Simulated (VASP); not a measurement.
# P (P6_3/mmc) in VASP: single point with PBE

Aim: the single point of P with PBE.

Everything below comes from runs of VASP 6.6.1. Logs are shortened: lines on timing, memory, paths and dates and some standing lists are left out, and cuts for length are marked.

## 1. The cell of the first run

It takes space group P6_3/mmc (No. 194, hexagonal). The conventional cell has a = 3.281 Å, b = 3.281 Å, c = 37.692 Å, α = 90.00°, β = 90.00°, γ = 120.00°. P (site symmetry 3m) has 3 P at 2.26 Å within 3.0 Å. P (site symmetry 3m) has 3 P at 2.26 Å within 3.0 Å. Within 3.0 Å of P (site symmetry 3m) lie 3 P at 2.26 Å.

This isn't the form of P at room conditions, which is orthorhombic.

## 2. Single point, PBE

Contents of POSCAR:

```
P
1.0
    3.2810653235      0.0000000000      0.0000000000
   -1.6405326617      2.8414859217      0.0000000000
    0.0000000000      0.0000000000     37.6918935586
P
12
Direct
    0.0000000000      0.0000000000      0.1827713239
    0.0000000000      0.0000000000      0.6827713239
    0.0000000000      0.0000000000      0.3172286761
    0.0000000000      0.0000000000      0.8172286761
    0.3333333333      0.6666666667      0.5164666709
    0.6666666667      0.3333333333      0.0164666709
    0.3333333333      0.6666666667      0.9835333291
    0.6666666667      0.3333333333      0.4835333291
    0.3333333333      0.6666666667      0.6498381080
    0.6666666667      0.3333333333      0.1498381080
    0.3333333333      0.6666666667      0.8501618920
    0.6666666667      0.3333333333      0.3501618920
```

Contents of INCAR.step1:

```
SYSTEM = P
PREC = Accurate
ENCUT = 520
EDIFF = 1E-7
ISMEAR = 0
SIGMA = 0.02
LREAL = .FALSE.
LASPH = .TRUE.
NELM = 100
ALGO = Normal
ISIF = 2
LWAVE = .FALSE.
LCHARG = .TRUE.
GGA = PE
NBANDS = 42
```

Contents of KPOINTS.step1:

```
Automatic mesh
0
G
  12 12 1
  0 0 0
```

Contents of INCAR.step2:

```
SYSTEM = P
PREC = Accurate
ENCUT = 520
EDIFF = 1E-7
ISMEAR = -5
SIGMA = 0.02
LREAL = .FALSE.
LASPH = .TRUE.
NELM = 100
ALGO = Normal
ISIF = 2
LWAVE = .FALSE.
LCHARG = .FALSE.
GGA = PE
LORBIT = 11
NEDOS = 2001
ICHARG = 11
```

Contents of KPOINTS.step2:

```
Automatic mesh
0
G
  18 18 1
  0 0 0
```

Potentials or basis: VASP PAW PBE potentials, release 64 (P).

Run with:

```console
cat potpaw_PBE.64/P/POTCAR > POTCAR
cp INCAR.step1 INCAR
cp KPOINTS.step1 KPOINTS
mpirun -np 1 vasp_std > vasp.out
cp INCAR.step2 INCAR
cp KPOINTS.step2 KPOINTS
mpirun -np 1 vasp_std > vasp.out
```

OUTCAR:

```text
SYSTEM = P
   PREC = Accurate
   ENCUT = 520
   EDIFF = 1E-7
   ISMEAR = -5
   LREAL = .FALSE.
   LASPH = .TRUE.
   NELM = 100
   ISIF = 2
   GGA = PE
   LORBIT = 11
   ICHARG = 11

 ion  position               nearest neighbor table
   1  0.000  0.000  0.183-  10 2.26  10 2.26  10 2.26
   2  0.000  0.000  0.683-   9 2.26   9 2.26   9 2.26
   3  0.000  0.000  0.317-  12 2.26  12 2.26  12 2.26
   4  0.000  0.000  0.817-  11 2.26  11 2.26  11 2.26
   5  0.333  0.667  0.516-   8 2.26   8 2.26   8 2.26
   6  0.667  0.333  0.016-   7 2.26   7 2.26   7 2.26
   7  0.333  0.667  0.984-   6 2.26   6 2.26   6 2.26
   8  0.667  0.333  0.484-   5 2.26   5 2.26   5 2.26
   9  0.333  0.667  0.650-   2 2.26   2 2.26   2 2.26
  10  0.667  0.333  0.150-   1 2.26   1 2.26   1 2.26
  11  0.333  0.667  0.850-   4 2.26   4 2.26   4 2.26
  12  0.667  0.333  0.350-   3 2.26   3 2.26   3 2.26

  LATTYP: Found a hexagonal cell.
 ALAT       =     3.2810653235
 C/A-ratio  =    11.4876998299

  Lattice vectors:

 A1 = (   3.2810653235,   0.0000000000,   0.0000000000)
 A2 = (  -1.6405326617,   2.8414859217,   0.0000000000)
 A3 = (   0.0000000000,   0.0000000000,  37.6918935586)

Analysis of symmetry for initial positions (statically):
=====================================================================
 Subroutine PRICEL returns:
 Original cell was already a primitive cell.

 Routine SETGRP: Setting up the symmetry group for a
 hexagonal supercell.

 Subroutine GETGRP returns: Found 24 space group operations
 (whereof 12 operations were pure point group operations)
 out of a pool of 24 trial point group operations.

The static configuration has the point symmetry D_3d.
 The point group associated with its full space group is D_6h.

Analysis of symmetry for dynamics (positions and initial velocities):
=====================================================================
 Subroutine PRICEL returns:
 Original cell was already a primitive cell.

 Routine SETGRP: Setting up the symmetry group for a
 hexagonal supercell.

 Subroutine GETGRP returns: Found 24 space group operations
 (whereof 12 operations were pure point group operations)
 out of a pool of 24 trial point group operations.

The dynamic configuration has the point symmetry D_3d.
 The point group associated with its full space group is D_6h.

 Subroutine INISYM returns: Found 24 space group operations
 (whereof 12 operations are pure point group operations),
 and found     1 'primitive' translations

----------------------------------------------------------------------------------------

                                     Primitive cell

  volume of cell :     351.4053

  direct lattice vectors                    reciprocal lattice vectors
     3.281065324  0.000000000  0.000000000     0.304779058  0.175964271  0.000000000
    -1.640532662  2.841485922  0.000000000     0.000000000  0.351928543  0.000000000
     0.000000000  0.000000000 37.691893559     0.000000000  0.000000000  0.026530904

  length of vectors
     3.281065324  3.281065324 37.691893559     0.351928543  0.351928543  0.026530904

  position of ions in fractional coordinates (direct lattice)
     0.000000000  0.000000000  0.182771324
     0.000000000  0.000000000  0.682771324
     0.000000000  0.000000000  0.317228676
     0.000000000  0.000000000  0.817228676
     0.333333333  0.666666667  0.516466671
     0.666666667  0.333333333  0.016466671
     0.333333333  0.666666667  0.983533329
     0.666666667  0.333333333  0.483533329
     0.333333333  0.666666667  0.649838108
     0.666666667  0.333333333  0.149838108
     0.333333333  0.666666667  0.850161892
     0.666666667  0.333333333  0.350161892

  ion indices of the primitive-cell ions
   primitive index   ion index
                 1           1
                 2           2
                 3           3
                 4           4
                 5           5
                 6           6
                 7           7
                 8           8
                 9           9
                10          10
                11          11
                12          12

----------------------------------------------------------------------------------------

 KPOINTS: Automatic mesh

Automatic generation of k-mesh.
 Grid dimensions read from file:
 generate k-points for:   18   18    1

 Generating k-lattice:

  Cartesian coordinates                     Fractional coordinates (reciprocal lattice)
     0.016932170  0.009775793  0.000000000     0.055555556  0.000000000  0.000000000
     0.000000000  0.019551586  0.000000000     0.000000000  0.055555556  0.000000000
     0.000000000  0.000000000  0.026530904     0.000000000  0.000000000  1.000000000

  Length of vectors
     0.019551586  0.019551586  0.026530904

  Shift w.r.t. Gamma in fractional coordinates (k-lattice)
     0.000000000  0.000000000  0.000000000

 TETIRR: Found    169 inequivalent tetrahedra from     1944

 Subroutine IBZKPT returns following result:
 ===========================================

 Found     37 irreducible k-points:

 Following reciprocal coordinates:
            Coordinates               Weight
  0.000000  0.000000  0.000000      1.000000
  0.055556  0.000000  0.000000      6.000000
  0.111111  0.000000  0.000000      6.000000
  0.166667  0.000000  0.000000      6.000000
  0.222222  0.000000  0.000000      6.000000
  0.277778 -0.000000  0.000000      6.000000
[... 16 lines left out ...]
  0.333333  0.111111  0.000000     12.000000
  0.388889  0.111111  0.000000     12.000000
 [... further k-points ...]
   k-points           NKPTS =     37   k-points in BZ     NKDIM =     37   number of bands    NBANDS=     37
   number of dos      NEDOS =   2001   number of ions     NIONS =     12
   total plane-waves  NPLWV = 161280
   dimension x,y,z NGX =    24 NGY =   24 NGZ =  280
   dimension x,y,z NGXF=    48 NGYF=   48 NGZF=  560
   ions per type =              12
   NGX,Y,Z   is equivalent  to a cutoff of  12.16, 12.16, 12.35 a.u.
   NGXF,Y,Z  is equivalent  to a cutoff of  24.32, 24.32, 24.70 a.u.
 SYSTEM =  P
   PREC   = accura    normal or accurate (medium, high low for compatibility)
   ISTART =      0    job   : 0-new  1-cont  2-samecut
   ICHARG =     11    charge: 1-file 2-atom 10-const
   ISPIN  =      1    spin polarized calculation?
   LNONCOLLINEAR =      F non collinear calculations
   LSORBIT =      F    spin-orbit coupling
   LASPH  =      T    aspherical Exc in radial PAW
   ENCUT  =  520.0 eV  38.22 Ry    6.18 a.u.   6.10  6.10 70.08*2*pi/ulx,y,z
   NELM   =    100;   NELMIN=  2; NELMDL=  0     # of ELM steps
   EDIFF  = 0.1E-06   stopping-criterion for ELM
   LREAL  =      F    real-space projection
   EDIFFG = 0.1E-05   stopping-criterion for IOM
   NSW    =      0    number of steps for IOM
   IBRION =     -1    ionic relax: 0-MD 1-quasi-New 2-CG
   NFREE  =      0    steps in history (QN), initial steepest desc. (CG)
   ISIF   =      2    stress and relaxation
   ISYM   =      2    0-nonsym 1-usesym 2-fastsym
   POTIM  = 0.5000    time-step for ionic-motion
   TEBEG  =    0.0;   TEEND  =   0.0 temperature during run
   PSTRESS=    0.0 pullay stress
   NELECT =      60.0000    total number of electrons
   NUPDOWN=      -1.0000    fix difference up-down
   EMIN   =  10.00;   EMAX   =-10.00  energy-range for DOS
   EFERMI =   0.00;   METHOD = LEGACY
   ISMEAR =    -5;   SIGMA  =   0.02  broadening in eV -4-tet -1-fermi 0-gaus
   EFERMI_NEDOS =   21; number of points for ismear=-14 and -15
   IALGO  =     38    algorithm
   IMIX   =      4    mixing-type and parameters
     AMIX     =   0.40;   BMIX     =  1.00
     AMIX_MAG =   1.60;   BMIX_MAG =  1.00
  volume/ion in A,a.u.               =      29.28       197.62
  Fermi-wavevector in a.u.,A,eV,Ry     =   0.908216  1.716279 11.222851  0.824856
  Thomas-Fermi vector in A             =   2.032116
   LORBIT       =     11    0 simple, 1 ext, 2 COOP (PROOUT), +10 PAW based schemes
   GGA     = PE    functional components
   LHFCALC =     F    Hartree Fock is set to
   AEXX    =    0.0000 exact exchange contribution
   IVDW    =     0    specifies the selected vdW correction
   LEPSILON=     F    determine dielectric tensor
   LRPA    =     F    only Hartree local field effects (RPA)
 non-spin polarized calculation
 Fermi weights with tetrahedron method with Bloechl corrections
  energy-cutoff  :      520.00
  volume of cell :      351.41
 maximum number of plane-waves:      9576

 number of electron      59.9999987 magnetization

 Free energy of the ion-electron system (eV)
  ---------------------------------------------------
  ext. energy  EPLUGINS =         0.00000000
  ---------------------------------------------------
  free energy    TOTEN  =       -64.41161327 eV

  energy without entropy =      -64.41161327  energy(sigma->0) =      -64.41161327

 E-fermi :   1.4030     XC(G=0):  -7.4124

 val. band max:        1.3990674717   @ k =   0.1667   0.1111   0.0000
 cond. band min:       3.1073040810   @ k =   0.3333   0.0000   0.0000
 fundamental gap:      1.7082366093
 Fermi energy:         1.4029923098

 k-point     1 :       0.0000    0.0000    0.0000
  band No.  band energies     occupation
      1     -12.8372      2.00000
      2     -12.8363      2.00000
      3     -12.8361      2.00000
      4     -12.8343      2.00000
      5     -12.8343      2.00000
      6     -12.8333      2.00000
[... 29 lines left out ...]
     36       5.1471      0.00000
     37       5.1566      0.00000

 k-point     2 :       0.0556    0.0000    0.0000
  band No.  band energies     occupation
      1     -12.7875      2.00000
      2     -12.7866      2.00000
      3     -12.7865      2.00000
      4     -12.7847      2.00000
      5     -12.7846      2.00000
      6     -12.7837      2.00000
[... 29 lines left out ...]
     36       5.2066      0.00000
     37       5.3138      0.00000

 k-point     3 :       0.1111    0.0000    0.0000
  band No.  band energies     occupation
      1     -12.6389      2.00000
      2     -12.6381      2.00000
      3     -12.6379      2.00000
      4     -12.6361      2.00000
      5     -12.6360      2.00000
      6     -12.6351      2.00000
[... 29 lines left out ...]
     36       4.6591      0.00000
     37       5.6779      0.00000
[... 761 lines left out ...]
 k-point    23 :       0.3333    0.1111    0.0000
  band No.  band energies     occupation
      1     -10.4048      2.00000
      2     -10.4040      2.00000
      3     -10.4039      2.00000
      4     -10.4021      2.00000
      5     -10.4021      2.00000
      6     -10.4012      2.00000
[... 29 lines left out ...]
     36       4.2246      0.00000
     37       5.2395      0.00000

 k-point    24 :       0.3889    0.1111    0.0000
  band No.  band energies     occupation
      1      -9.8550      2.00000
      2      -9.8542      2.00000
      3      -9.8541      2.00000
      4      -9.8524      2.00000
      5      -9.8524      2.00000
      6      -9.8516      2.00000
[... 29 lines left out ...]
     36       4.3765      0.00000
     37       4.8421      0.00000

 [... further k-points ...]

------------------------ aborting loop because EDIFF is reached ----------------------------------------

  FORCE on cell =-STRESS in cart. coord.  units (eV):
  Direction    XX          YY          ZZ          XY          YZ          ZX
  --------------------------------------------------------------------------------------
  -------------------------------------------------------------------------------------
  Total       -0.4915344     -0.4915344     -0.6372041     -0.0000000     -0.0000000      0.0000000
  in kB       -2.2410736     -2.2410736     -2.9052319     -0.0000000     -0.0000000      0.0000000
  external PRESSURE =      -2.4624597 kB  Pullay stress =       0.0000000 kB

 VOLUME and BASIS-vectors are now :
 -----------------------------------------------------------------------------
  energy-cutoff  :      520.00
  volume of cell :      351.41
      direct lattice vectors                 reciprocal lattice vectors
     3.281065324  0.000000000  0.000000000     0.304779058  0.175964271  0.000000000
    -1.640532662  2.841485922  0.000000000     0.000000000  0.351928543  0.000000000
     0.000000000  0.000000000 37.691893559     0.000000000  0.000000000  0.026530904

 POSITION                                       TOTAL-FORCE (eV/Angst)
 -----------------------------------------------------------------------------------
      0.00000      0.00000      6.88900         0.000000      0.000000     -0.083300
      0.00000      0.00000     25.73494         0.000000      0.000000     -0.083300
      0.00000      0.00000     11.95695         0.000000     -0.000000      0.083300
      0.00000      0.00000     30.80290        -0.000000      0.000000      0.083300
     -0.00000      1.89432     19.46661        -0.000000      0.000000     -0.083708
      1.64053      0.94716      0.62066        -0.000000     -0.000000     -0.083708
     -0.00000      1.89432     37.07123        -0.000000     -0.000000      0.083708
      1.64053      0.94716     18.22529         0.000000     -0.000000      0.083708
     -0.00000      1.89432     24.49363         0.000000      0.000000      0.083447
      1.64053      0.94716      5.64768        -0.000000     -0.000000      0.083447
     -0.00000      1.89432     32.04421         0.000000      0.000000     -0.083447
      1.64053      0.94716     13.19826        -0.000000     -0.000000     -0.083447
 -----------------------------------------------------------------------------------
    total drift:                                0.000000     -0.000000      0.000000

  FREE ENERGIE OF THE ION-ELECTRON SYSTEM (eV)
  ---------------------------------------------------
  free  energy   TOTEN  =       -64.4116132736 eV

  energy  without entropy=      -64.4116132736  energy(sigma->0) =      -64.41161327

 total charge

# of ion       s       p       d       tot
------------------------------------------
    1        1.096   1.353   0.000   2.449
    2        1.096   1.353   0.000   2.449
    3        1.096   1.353   0.000   2.449
    4        1.096   1.353   0.000   2.449
    5        1.096   1.353   0.000   2.449
    6        1.096   1.353   0.000   2.449
    7        1.096   1.353   0.000   2.449
    8        1.096   1.353   0.000   2.449
    9        1.096   1.353   0.000   2.449
   10        1.096   1.353   0.000   2.449
   11        1.096   1.353   0.000   2.449
   12        1.096   1.353   0.000   2.449
--------------------------------------------------
tot         13.153  16.240   0.000  29.393
```

Wall time 5.3 min (1 thread of AMD EPYC 9R45 (Zen 5), shared host); peak memory 0.52 GiB.

Results:

- Valence electrons inside the program's atomic spheres: P 2.45

Levels at points of the mesh, in eV from the valence-band top:
```tsv
k point	band 28	band 29	band 30	band 31	band 32	band 33
(0.00, 0.00, 0.00)	-0.27	-0.26	-0.26	3.63	3.68	3.70
(0.50, 0.00, 0.00)	-1.51	-1.49	-1.48	1.86	1.86	1.87
```

Caveat: this functional lacks dispersion, which binds the layers, so the pressure and a relaxed spacing across them are unreliable.
